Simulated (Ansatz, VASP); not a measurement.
## HgSe in VASP and in Ansatz

```
CELL_PARAMETERS angstrom
0.00000 3.03600 3.03600
3.03600 0.00000 3.03600
3.03600 3.03600 0.00000
ATOMIC_POSITIONS crystal
Hg 0.00000 0.00000 0.00000
Se 0.75000 0.75000 0.75000
```

Alike in both runs: task single point; functional PBE-based screened hybrid with a share of 0.25 of exact exchange and HFSCREEN = 0.1; k mesh 6 × 6 × 6; occupations gaussian, width 0.05 eV; no spin polarisation.

|  | VASP | Ansatz |
| --- | --- | --- |
| version | VASP 6.6.1 | Ansatz 0.2.0 |
| potentials or method | VASP PAW PBE potentials, release 64 (Hg, Se), cutoff 400 eV | scalar-relativistic, plane waves, PAW |
| valence electrons in the cell | 18 | 36 |

|  | VASP | Ansatz | Ansatz less VASP |
| --- | --- | --- | --- |
| gap on the k mesh at the Fermi level (eV) | 0.04 | 0.02 | -0.017 |
| least direct gap on the mesh (eV) | 0.04 | 2.06 | +2.016 |
| pressure (GPa) | 3.0 | 2.9 | -0.14 |

VASP's potentials were made for PBE, not for PBE-based screened hybrid. One of these differences is far larger than is usual between the two programs; its cause wasn't traced. VASP's potentials hold 18 valence electrons a cell and Ansatz's 36, so a difference there can come from the potentials and not from the codes. Ansatz's warnings: filled band counts differ across k points, stress exchange threshold loose, stress scf threshold loose.

Spin-orbit coupling is off throughout.
